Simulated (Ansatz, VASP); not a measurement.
Two plane-wave programs on LaF5

```xyz
6
Lattice="0.0000 3.2604 3.2604 3.2604 0.0000 3.2604 3.2604 3.2604 0.0000" Properties=species:S:1:pos:R:3 pbc="T T T"
La    0.0000    0.0000    0.0000
F     4.0802    4.0802    2.4406
F     4.0802    2.4406    4.0802
F     2.4406    4.0802    4.0802
F     2.4406    2.4406    2.4406
F     4.8906    4.8906    4.8906
```

Change from the starting cell: species swapped into the ErCu5 type (F-43m, No. 216).

Alike in both runs: functional PBE; k mesh 10 × 10 × 10; occupations gaussian, width 0.1 eV; no spin polarisation.

Ansatz relaxed the structure, and its values are those at the end. VASP's run is a single point on that final structure, the one shown.

|  | VASP | Ansatz |
| --- | --- | --- |
| version | VASP 6.6.1 | Ansatz 0.2.0 |
| potentials or method | VASP PAW PBE potentials, release 64 (La, F), cutoff 520 eV | scalar-relativistic, plane waves, PAW |
| valence electrons in the cell | 46 | 46 |

Ansatz gave:

* gap on the k mesh at the Fermi level (eV): none
* pressure (GPa): 0.0

Question: What did VASP give for the same quantities?

Answer: gap on the k mesh at the Fermi level (eV): none; pressure (GPa): -0.5.

A gap of «none» marks a metal or a gap that the smearing closes. The functional is the same, so the differences come from potentials, cutoffs and numerics.

Spin-orbit coupling is off throughout.
